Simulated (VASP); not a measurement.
Set up this calculation in VASP 6.6.1, as the native input.

* Task: single point
* Functional: PBE
* Potentials or basis: VASP PAW PBE potentials, release 64 (Mo_sv)
* Cutoff: 520 eV
* k mesh: 20 × 20 × 20
* Occupations: gaussian, width 0.15 eV
* Spin: no spin polarisation
* Dipole correction: no
* Further INCAR settings: ALGO = Normal; EDIFF = 1e-06; NBANDS = 13

The structure of Mo lies in POSCAR:

```
Mo
1.0
    0.0000000000      2.0150000000      1.9948500000
    2.0150000000      0.0000000000      1.9948500000
    2.0150000000      2.0150000000      0.0000000000
Mo
1
Direct
    0.0000000000      0.0000000000      0.0000000000
```

This cell differs from its parent crystal: strain -0.0100 x Voigt [0, 0, 1, 0, 0, 0].

The input as run:

INCAR

```
PREC     = Accurate       # precision mode
ENCUT    = 520            # plane-wave cutoff, eV
EDIFF    = 1E-6           # SCF threshold, eV
ISMEAR   = 0              # smearing method
SIGMA    = 0.15           # smearing width, eV
LREAL    = F              # projectors in reciprocal space
LASPH    = T              # aspherical terms in the spheres
NELM     = 60             # most SCF steps
ALGO     = Normal         # electronic algorithm
ISIF     = 2              # what is computed and relaxed
LWAVE    = F              # write WAVECAR
LCHARG   = T              # write CHGCAR
GGA      = PE             # functional
LELF     = T              # ELF
LVHAR    = T            
NBANDS   = 13             # bands
```

KPOINTS

```
Automatic mesh
0
Gamma
  20 20 20
```

Potentials or basis: VASP PAW PBE potentials, release 64 (Mo_sv).

Launch:

```console
$ cat potpaw_PBE.64/Mo_sv/POTCAR > POTCAR
$ mpirun -np 1 vasp_std > vasp.out
```

Results of the run:

```
Pressure               : -2.0 GPa
Band gap on the k mesh : zero (band 7 reaches 15.53 eV, above the bottom of band 8 at 10.96 eV)
```

Caveat: the cell differs from its parent crystal (strain -0.0100 x Voigt [0, 0, 1, 0, 0, 0]).

It took 75 s on 1 thread of Intel(R) Xeon(R) 6975P-C (Granite Rapids), on a shared host, peak memory 0.24 GiB.
